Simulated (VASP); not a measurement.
Set up this calculation in VASP 6.6.1, as the native input.

```yaml
Task: single point
Functional: PBE
Potentials_or_basis: VASP PAW PBE potentials, release 64 (Ba_sv, Tl_d)
Cutoff: 520 eV
k_mesh: 14 × 14 × 14
Occupations: gaussian, width 0.1 eV
Spin: no spin polarisation
Dipole_correction: no
Further_INCAR_settings: ALGO = Normal; EDIFF = 1e-06; NBANDS = 18
```

The structure of BaTl lies in POSCAR:

```
BaTl
1.0
    0.0000000000      3.6297804326      3.6297804326
    3.6297804326      0.0000000000      3.6297804326
    3.6297804326      3.6297804326      0.0000000000
Ba Tl
1 1
Direct
    0.5000000000      0.5000000000      0.5000000000
    0.0000000000      0.0000000000      0.0000000000
```

The input as run:

INCAR

```
ALGO = Normal ; EDIFF = 1E-6
ENCUT = 520 ; GGA = PE
ISIF = 2 ; ISMEAR = 0
LASPH = T ; LCHARG = F
LREAL = F ; LWAVE = F
NBANDS = 18 ; NELM = 100
PREC = Accurate ; SIGMA = 0.1
```

KPOINTS

```
k-points
0
Gamma
  14 14 14
```

Potentials or basis: VASP PAW PBE potentials, release 64 (Ba_sv, Tl_d).

The run is started by

```bash
$ cat potpaw_PBE.64/Ba_sv/POTCAR potpaw_PBE.64/Tl_d/POTCAR > POTCAR
$ mpirun -np 1 vasp_std > vasp.out
```

Results of the run:

```json
{
 "Pressure": "0.1 GPa"
}
```

Run time: 64 s on 1 thread of AMD EPYC 9R45 96-Core Processor (Zen 5), with other jobs on the host, peak memory 0.34 GiB.
